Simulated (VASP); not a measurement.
Wanted: the native input for a VASP 6.6.1 run.

```
Task                   : single point
Functional             : PBE
Potentials or basis    : VASP PAW PBE potentials, release 64 (Zn, Se)
Cutoff                 : 520 eV
k mesh                 : 8 × 8 × 8
Occupations            : fermi-dirac, width 0.03 eV
Spin                   : no spin polarisation
Dipole correction      : no
Further INCAR settings : ALGO = Normal; EDIFF = 1e-06; NBANDS = 16
```

The structure of ZnSe lies in POSCAR:

```
ZnSe
1.0
    0.0000000000      2.8338000000      2.8338000000
    2.8338000000      0.0000000000      2.8338000000
    2.8338000000      2.8338000000      0.0000000000
Zn Se
1 1
Direct
    0.0000000000      0.0000000000      0.0000000000
    0.7500000000      0.7500000000      0.7500000000
```

One way to write it, as run:

INCAR

```
SYSTEM = ZnSe
ALGO = Normal ; EDIFF = 1E-6
ENCUT = 520 ; GGA = PE
ISIF = 2 ; ISMEAR = -1
LASPH = .TRUE. ; LCHARG = .FALSE.
LREAL = .FALSE. ; LWAVE = .FALSE.
NBANDS = 16 ; NELM = 60
PREC = Accurate ; SIGMA = 0.03
```

KPOINTS

```
k-points
0
G
  8 8 8
  0 0 0
```

Potentials or basis: VASP PAW PBE potentials, release 64 (Zn, Se).

Command:

```bash
$ cat potpaw_PBE.64/Zn/POTCAR potpaw_PBE.64/Se/POTCAR > POTCAR
$ mpirun -np 1 vasp_std > vasp.out
```

Results of the run:

```json
{
  "Pressure": "2.3 GPa",
  "Band gap on the k mesh": "1.29 eV, direct"
}
```

It took 24 s on 1 thread of AMD EPYC 7R43 64-Core Processor (Zen 3) (shared host), peak memory 0.14 GiB.
